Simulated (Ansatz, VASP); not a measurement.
## BiTe in VASP and in Ansatz

```xyz
2
Lattice="0.0000 3.2835 3.1865 3.2835 0.0000 3.1865 3.2835 3.2835 0.0000" Properties=species:S:1:pos:R:3 pbc="T T T"
Bi    0.0000    0.0000    0.0000
Te    3.2835    3.2835    3.1865
```

Change from the starting cell: strain +0.015 along x and y, -0.015 along z, atoms carried along.

Alike in both runs: task single point; functional PBE; k mesh 14 × 14 × 14; occupations gaussian, width 0.15 eV; no spin polarisation.

|  | VASP | Ansatz |
| --- | --- | --- |
| version | VASP 6.6.1 | Ansatz 0.2.0 |
| potentials or method | VASP PAW PBE potentials, release 64 (Bi_d, Te), cutoff 520 eV | scalar-relativistic, plane waves, PAW |
| valence electrons in the cell | 21 | 31 |

VASP gave:

- gap on the k mesh at the Fermi level (eV): none
- pressure (GPa): 0.1
- traceless stress, the component that is largest in VASP (GPa): 1.71

Which values does Ansatz return?

gap on the k mesh at the Fermi level (eV): none; pressure (GPa): 0.1; traceless stress, the component that is largest in VASP (GPa): 1.72.

A gap of «none» marks a metal or a gap that the smearing closes. VASP's potentials hold 21 valence electrons a cell and Ansatz's 31, so a difference there can come from the potentials and not from the codes.

Neither program's run includes spin-orbit coupling.
